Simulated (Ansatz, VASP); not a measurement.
Te2Br3 in VASP and in Ansatz

```xyz
5
Lattice="4.8246 0.0000 0.0000 -2.4123 4.1782 0.0000 0.0000 0.0000 7.5063" Properties=species:S:1:pos:R:3 pbc="T T T"
Te    0.0000    2.7855    1.8390
Te    2.4123    1.3927    5.6672
Br    0.0000    0.0000    0.0000
Br    0.0000    2.7855    4.8415
Br    2.4123    1.3927    2.6647
```

Alike in both runs: task relaxation of cell and atoms; functional PBE; k mesh 6 × 6 × 2; occupations gaussian, width 0.1 eV; no spin polarisation.

|  | VASP | Ansatz |
| --- | --- | --- |
| version | VASP 6.6.1 | Ansatz 0.2.0 |
| potentials or method | VASP PAW PBE potentials, release 64 (Te, Br), cutoff 600 eV | scalar-relativistic, plane waves, PAW |
| valence electrons in the cell | 33 | 53 |

```tsv
	VASP	Ansatz	Ansatz less VASP
gap on the k mesh at the Fermi level, each at its own relaxed structure (eV)	none	none	-
relaxed volume (Å³/atom)	36.56	36.91	+0.348
relaxed cell length with the largest relative difference (Å)	8.932	8.993	+0.0612
```

A gap of «none» marks a metal or a gap that the smearing closes. VASP's potentials hold 33 valence electrons a cell and Ansatz's 53, so a difference there can come from the potentials and not from the codes.

The k mesh is coarse, so the values compare programs but aren't converged. Neither program's run includes spin-orbit coupling. Noted on VASP's run: the volume moved by over 15 % at a fixed basis, so the end points are rough.
